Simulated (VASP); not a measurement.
# TaSi (CsCl type) (Pm-3m) in VASP: a series of runs, part 2 of 2

VASP 6.6.1. Earlier steps stand in the parts before.

## Step 3: Single point, PBEsol (9.91 Å³/atom)

INCAR reads:

```
PREC = Accurate
ENCUT = 520
EDIFF = 1E-6
ISMEAR = -1
SIGMA = 0.05
LREAL = False
LASPH = True
NELM = 80
ALGO = Normal
ISIF = 2
LWAVE = False
LCHARG = False
GGA = PS
NBANDS = 14
```

KPOINTS reads:

```
Automatic mesh
0
Gamma
  14 14 14
```

POSCAR reads:

```
TaSi
1.0
    2.7065289690      0.0000000000      0.0000000000
    0.0000000000      2.7065289690      0.0000000000
    0.0000000000      0.0000000000      2.7065289690
Ta Si
1 1
Direct
    0.0000000000      0.0000000000      0.0000000000
    0.5000000000      0.5000000000      0.5000000000
```

Potentials or basis: VASP PAW PBE potentials, release 64 (Ta_pv, Si).

The run is started by

```bash
> cat potpaw_PBE.64/Ta_pv/POTCAR potpaw_PBE.64/Si/POTCAR > POTCAR
> mpirun -np 1 vasp_std > vasp.out
```

OUTCAR:

```text
PREC = Accurate
   ENCUT = 520
   EDIFF = 1E-6
   ISMEAR = -1
   LREAL = False
   LASPH = True
   NELM = 80
   ISIF = 2
   GGA = PS

 ion  position               nearest neighbor table
   1  0.000  0.000  0.000-   2 2.34   2 2.34   2 2.34   2 2.34   2 2.34   2 2.34   2 2.34   2 2.34

   2  0.500  0.500  0.500-   1 2.34   1 2.34   1 2.34   1 2.34   1 2.34   1 2.34   1 2.34   1 2.34

  LATTYP: Found a simple cubic cell.
 ALAT       =     2.7065289690

  Lattice vectors:

 A1 = (   2.7065289690,   0.0000000000,   0.0000000000)
 A2 = (   0.0000000000,   2.7065289690,   0.0000000000)
 A3 = (   0.0000000000,   0.0000000000,   2.7065289690)

Analysis of symmetry for initial positions (statically):
=====================================================================
 Subroutine PRICEL returns:
 Original cell was already a primitive cell.

 Routine SETGRP: Setting up the symmetry group for a
 simple cubic supercell.

 Subroutine GETGRP returns: Found 48 space group operations
 (whereof 48 operations were pure point group operations)
 out of a pool of 48 trial point group operations.

The static configuration has the point symmetry O_h .

Analysis of symmetry for dynamics (positions and initial velocities):
=====================================================================
 Subroutine PRICEL returns:
 Original cell was already a primitive cell.

 Routine SETGRP: Setting up the symmetry group for a
 simple cubic supercell.

 Subroutine GETGRP returns: Found 48 space group operations
 (whereof 48 operations were pure point group operations)
 out of a pool of 48 trial point group operations.

The dynamic configuration has the point symmetry O_h .

 Subroutine INISYM returns: Found 48 space group operations
 (whereof 48 operations are pure point group operations),
 and found     1 'primitive' translations

----------------------------------------------------------------------------------------

[... 120 lines left out ...]
   IVDW    =     0    specifies the selected vdW correction
   LEPSILON=     F    determine dielectric tensor
   LRPA    =     F    only Hartree local field effects (RPA)
 non-spin polarized calculation
  energy-cutoff  :      520.00
  volume of cell :       19.83
 maximum number of plane-waves:       554
   NGX = 11   NGY = 11   NGZ = 11

 number of electron      15.0000003 magnetization

 Free energy of the ion-electron system (eV)
  ---------------------------------------------------
  ext. energy  EPLUGINS =         0.00000000
  ---------------------------------------------------
  free energy    TOTEN  =       -13.92223874 eV

  energy without entropy =      -13.91416028  energy(sigma->0) =      -13.91819951

 E-fermi :  13.5741     XC(G=0): -14.5383

 val. band max:       13.5625383270   @ k =   0.2143   0.1429   0.0714
 cond. band min:      13.5994587333   @ k =   0.4286   0.4286   0.0000
 fundamental gap:      0.0369204063
 Fermi energy:        13.5740572084

 k-point     1 :       0.0000    0.0000    0.0000
  band No.  band energies     occupation
      1     -19.3070      2.00000
      2     -19.3070      2.00000
      3     -19.3070      2.00000
      4      -1.4839      2.00000
      5       7.9540      2.00000
      6       7.9540      2.00000
      7      17.7920      0.00000
      8      17.7920      0.00000
      9      17.7920      0.00000
     10      17.8805      0.00000
     11      17.8805      0.00000
     12      17.8805      0.00000
     13      26.6822      0.00000
     14      26.6822      0.00000
[... 377 lines left out ...]
      1     -20.6474      2.00000
      2     -19.8395      2.00000
      3     -19.0983      2.00000
      4       2.7558      2.00000
      5       6.6451      2.00000
      6       9.9278      2.00000
      7      11.8333      2.00000
      8      12.7320      2.00000
      9      15.7141      0.00000
     10      19.6259      0.00000
     11      20.7146      0.00000
     12      23.4995      0.00000
     13      25.3832      0.00000
     14      27.9751      0.00000

 [... further k-points ...]

------------------------ aborting loop because EDIFF is reached ----------------------------------------

  FORCE on cell =-STRESS in cart. coord.  units (eV):
  Direction    XX          YY          ZZ          XY          YZ          ZX
  --------------------------------------------------------------------------------------
  -------------------------------------------------------------------------------------
  Total       24.6936081     24.6936081     24.6936081      0.0000000      0.0000000      0.0000000
  in kB     1995.5246352   1995.5246352   1995.5246352      0.0000000      0.0000000      0.0000000
  external PRESSURE =    1995.5246352 kB  Pullay stress =       0.0000000 kB

 VOLUME and BASIS-vectors are now :
 -----------------------------------------------------------------------------
  energy-cutoff  :      520.00
  volume of cell :       19.83
      direct lattice vectors                 reciprocal lattice vectors
     2.706528969  0.000000000  0.000000000     0.369476925  0.000000000  0.000000000
     0.000000000  2.706528969  0.000000000     0.000000000  0.369476925  0.000000000
     0.000000000  0.000000000  2.706528969     0.000000000  0.000000000  0.369476925

 POSITION                                       TOTAL-FORCE (eV/Angst)
 -----------------------------------------------------------------------------------
      0.00000      0.00000      0.00000         0.000000      0.000000      0.000000
      1.35326      1.35326      1.35326         0.000000      0.000000      0.000000
 -----------------------------------------------------------------------------------
    total drift:                               -0.000000      0.000000      0.000000

  FREE ENERGIE OF THE ION-ELECTRON SYSTEM (eV)
  ---------------------------------------------------
  free  energy   TOTEN  =       -13.9222387422 eV

  energy  without entropy=      -13.9141602751  energy(sigma->0) =      -13.91819951
```

It took 25 s on 1 thread of Intel Xeon 8259CL, shared host; peak memory 0.15 GiB.

What came out:

* Free energy: -13.9222 eV
* Pressure: 199.6 GPa
* Band gap on the k mesh: zero (an odd number of electrons rules out a gap without spin polarisation)

Levels at points of the mesh, in eV from the Fermi level:
```csv
k point,band 5,band 6,band 7,band 8,band 9,band 10,band 11,band 12
"(0.00, 0.00, 0.00)",-5.62,-5.62,4.22,4.22,4.22,4.31,4.31,4.31
"(0.50, 0.00, 0.00)",-8.50,-3.32,-1.97,-1.97,4.22,5.56,8.51,11.40
"(0.50, 0.50, 0.00)",-4.47,-3.23,-3.23,-0.13,-0.13,7.16,8.89,10.21
"(0.50, 0.50, 0.50)",-8.63,-8.63,-2.52,6.01,6.01,6.01,9.33,9.33
```

Caveat: the cell stands under pressure; the PAW data sets were made with another functional, which shifts forces and pressure a little; spin-orbit coupling is left out, which moves the levels of the heavy elements.

## Step 4: Single point, PBEsol (11.44 Å³/atom)

This run uses another cell than the first one, of 11.44 Å³/atom.

INCAR reads:

```
SYSTEM = TaSi
PREC = Accurate
ENCUT = 520
EDIFF = 1E-6
ISMEAR = -1
SIGMA = 0.05
LREAL = .False.
LASPH = .True.
NELM = 100
ALGO = Normal
ISIF = 2
LWAVE = .False.
LCHARG = .False.
GGA = PS
NBANDS = 14
```

KPOINTS reads:

```
Automatic mesh
0
Gamma
  14 14 14
  0 0 0
```

POSCAR reads:

```
TaSi
1.0
    2.8387598148      0.0000000000      0.0000000000
    0.0000000000      2.8387598148      0.0000000000
    0.0000000000      0.0000000000      2.8387598148
Ta Si
1 1
Direct
    0.0000000000      0.0000000000      0.0000000000
    0.5000000000      0.5000000000      0.5000000000
```

The run is started by

```bash
> cat potpaw_PBE.64/Ta_pv/POTCAR potpaw_PBE.64/Si/POTCAR > POTCAR
> mpirun -np 1 vasp_std > vasp.out
```

It took 34 s on 1 thread of Intel Xeon 8259CL, shared host; peak memory 0.17 GiB.

The run converged. Its results:

```yaml
Free_energy: -16.6998 eV
Pressure: 101.4 GPa
Band_gap_on_the_k_mesh: zero (an odd number of electrons rules out a gap without spin polarisation)
```

Levels at points of the mesh, in eV from the Fermi level:
| k point | band 4 | band 5 | band 6 | band 7 | band 8 | band 9 | band 10 | band 11 |
| --- | --- | --- | --- | --- | --- | --- | --- | --- |
| (0.00, 0.00, 0.00) | -14.02 | -4.49 | -4.49 | 3.54 | 3.54 | 3.54 | 3.81 | 3.81 |
| (0.50, 0.00, 0.00) | -8.95 | -8.60 | -2.56 | -1.57 | -1.57 | 4.74 | 4.86 | 7.25 |
| (0.50, 0.50, 0.00) | -10.05 | -3.87 | -3.36 | -3.36 | 0.22 | 0.22 | 6.33 | 7.60 |
| (0.50, 0.50, 0.50) | -7.38 | -7.38 | -7.38 | -2.99 | 4.92 | 4.92 | 4.92 | 7.93 |

Caveat: the cell stands under pressure; the PAW data sets were made with another functional, which shifts forces and pressure a little; spin-orbit coupling is left out, which moves the levels of the heavy elements.
